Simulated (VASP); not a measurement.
A run of VASP 6.6.1 is set up as follows.

The input INCAR:

```
  PREC = Accurate
  ENCUT = 520
  EDIFF = 1E-7
  ISMEAR = -1
  SIGMA = 0.1
  LREAL = F
  LASPH = T
  NELM = 80
  ALGO = Normal
  ISIF = 2
  LWAVE = F
  LCHARG = F
  GGA = RP
  NBANDS = 8
```

Contents of KPOINTS:

```
regular mesh
0
Gamma
  13 13 13
```

Contents of POSCAR:

```
As
1.0
    2.6782640880      0.0000000000      0.0000000000
    0.0000000000      2.6782640880      0.0000000000
    0.0000000000      0.0000000000      2.6782640880
As
1
Direct
    0.0000000000      0.0000000000      0.0000000000
```

Potentials or basis: VASP PAW PBE potentials, release 64 (As).

Run with:

```sh
$ cat potpaw_PBE.64/As/POTCAR > POTCAR
$ mpirun -np 1 vasp_std > vasp.out
```

Estimate the pressure.

7.2 GPa.

Caveat: the PAW data sets were made with another functional, which shifts forces and pressure a little.
